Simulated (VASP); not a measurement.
The system is BP.

```
P B
1.0
     0.00000    2.28403    2.28403
     2.28403    0.00000    2.28403
     2.28403    2.28403    0.00000
P B
1 1
Direct
  0.75000 0.75000 0.75000
  0.00000 0.00000 0.00000
```

```yaml
Program: VASP 6.6.1
Task: relaxation of cell and atoms
Functional: HSE06
Potentials_or_basis: VASP PAW PBE potentials, release 64 (P, B)
Cutoff: 580 eV
k_mesh: 6 × 6 × 6
Occupations: gaussian, width 0.03 eV
Spin: no spin polarisation
```

At the start: pressure -5.2 GPa; volume 11.92 Å³/atom.

Task: Where does the relaxation end?

Result: Over 4 steps the energy falls by 6.1 meV/atom and the volume is 11.54 Å³/atom (-3.1 %); space group F-43m (No. 216, to 0.1 Å) before and after.

The path:
```csv
step,energy change (eV),largest force (eV/Å),pressure (GPa),volume (Å³)
1,0.0000,0.0000,-5.25,23.83
2,-0.0044,0.0000,4.63,22.51
3,-0.0125,0.0000,-0.01,23.09
4,-0.0122,0.0000,-0.01,23.09
```

Final structure:
```yaml
crystal:
  lattice:
    - [0.00000, 2.25999, 2.25999]
    - [2.25999, 0.00000, 2.25999]
    - [2.25999, 2.25999, 0.00000]
  atoms:
    - { symbol: P, position: [0.75000, 0.75000, 0.75000] }
    - { symbol: B, position: [0.00000, 0.00000, 0.00000] }
```

Where two steps share one volume, the run began anew on that cell with a basis built for it.

Caveat: the PAW data sets were made with another functional, which shifts forces and pressure a little.
